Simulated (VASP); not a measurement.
Wanted: the native input for a VASP 6.6.1 run.

- Task: single point
- Functional: PBEsol
- Potentials or basis: VASP PAW PBE potentials, release 64 (B, N)
- Cutoff: 520 eV
- k mesh: 12 × 12 × 4
- Occupations: gaussian, width 0.05 eV
- Spin: no spin polarisation
- Dipole correction: no
- Further INCAR settings: ALGO = Normal; EDIFF = 1e-06; NBANDS = 16

The structure of BN lies in POSCAR:

```
BN
1.0
    2.6291912895      0.0000000000      0.0000000000
   -1.3145956448      2.2769464481      0.0000000000
    0.0000000000      0.0000000000      6.3281400000
B N
2 2
Direct
    0.3333333333      0.6666666667      0.2500000000
    0.6666666667      0.3333333333      0.7500000000
    0.3333333333      0.6666666667      0.7500000000
    0.6666666667      0.3333333333      0.2500000000
```

This cell differs from its parent crystal: strain +0.050 along x and y, -0.050 along z.

The input as run:

INCAR

```
  ALGO = Normal
  EDIFF = 1E-6
  ENCUT = 520
  GGA = PS
  ISIF = 2
  ISMEAR = 0
  LASPH = T
  LCHARG = F
  LREAL = F
  LWAVE = F
  NBANDS = 16
  NELM = 100
  PREC = Accurate
  SIGMA = 0.05
```

KPOINTS

```
k-points
0
Gamma
  12 12 4
```

Potentials or basis: VASP PAW PBE potentials, release 64 (B, N).

Launch:

```sh
$ cat potpaw_PBE.64/B/POTCAR potpaw_PBE.64/N/POTCAR > POTCAR
$ mpirun -np 1 vasp_std > vasp.out
```

It gave:

The pressure is -28.7 GPa and the band gap on the k mesh is 3.82 eV, indirect (least direct gap 4.07 eV).

Caveat: the cell differs from its parent crystal (strain +0.050 along x and y, -0.050 along z); the PAW data sets were made with another functional, which shifts forces and pressure a little; this functional lacks dispersion, which binds the layers, so the pressure and a relaxed spacing across them are unreliable.

Wall time 14 s on 1 thread of Intel(R) Xeon(R) 6975P-C (Granite Rapids), on a shared host, peak memory 0.16 GiB.
